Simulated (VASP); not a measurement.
**Zn: relaxation of cell and atoms with PBE**

Crystal: Zn.

```
Zn
1.0
     0.00000    2.71000    2.71000
     2.71000    0.00000    2.71000
     2.71000    2.71000    0.00000
Zn
2
Direct
  0.00000 0.00000 0.00000
  0.25000 0.25000 0.25000
```

This isn't the form of Zn at room conditions, which is hcp.

* Program: VASP 6.6.1
* Task: relaxation of cell and atoms
* Functional: PBE
* Potentials or basis: VASP PAW PBE potentials, release 64 (Zn)
* Cutoff: 500 eV
* k mesh: 7 × 7 × 7
* Occupations: methfessel-paxton, width 0.05 eV
* Spin: no spin polarisation
* Target pressure: 20 GPa
* Dipole correction: no
* Further INCAR settings: ALGO = Normal; EDIFF = 1e-07; IBRION = 2; EDIFFG = -0.01; NSW = 80; ISIF = 3

```
Relaxed volume                                             : 17.87 Å³/atom
Relaxed cell                                               : a = 3.697 Å, b = 3.697 Å, c = 3.697 Å, α = 60.00°, β = 60.00°, γ = 60.00°
Space group after relaxing (to 0.1 Å)                      : Fd-3m (No. 227)
Energy change on relaxing (the run minimises the enthalpy) : +185.8 meV/atom
Ionic steps                                                : 3
Pressure after relaxing                                    : 20.0 GPa
Band gap on the k mesh                                     : zero (bands 12 and 13 overlap by 7.94 eV)
```

The path:
```tsv
step	energy change (eV)	largest force (eV/Å)	pressure (GPa)	volume (Å³)
1	0.0000	0.0000	10.43	39.81
2	0.7349	0.0000	29.03	33.34
3	0.3716	0.0000	20.01	35.74
```

Final structure:
```cif
data_structure
_symmetry_space_group_name_H-M 'P 1'
_symmetry_Int_Tables_number 1
_cell_length_a 3.6972
_cell_length_b 3.6972
_cell_length_c 3.6972
_cell_angle_alpha 60.000
_cell_angle_beta 60.000
_cell_angle_gamma 60.000
_cell_volume 35.74
loop_
_atom_site_label
_atom_site_type_symbol
_atom_site_fract_x
_atom_site_fract_y
_atom_site_fract_z
_atom_site_occupancy
Zn1 Zn 0.00000 0.00000 0.00000 1
Zn2 Zn 0.25000 0.25000 0.25000 1
```

Levels at points of the mesh, in eV from the Fermi level:
| k point | band 10 | band 11 | band 12 | band 13 | band 14 | band 15 |
| --- | --- | --- | --- | --- | --- | --- |
| (0.00, 0.00, 0.00) | -7.02 | -7.02 | 6.78 | 6.78 | 6.78 | 8.08 |

Wall time 25 s on 1 thread of Intel(R) Xeon(R) Platinum 8488C (Sapphire Rapids) (shared host), peak memory 0.15 GiB.

Caveat: the cell is relaxed towards a set pressure, so the run minimises the enthalpy, not the energy.
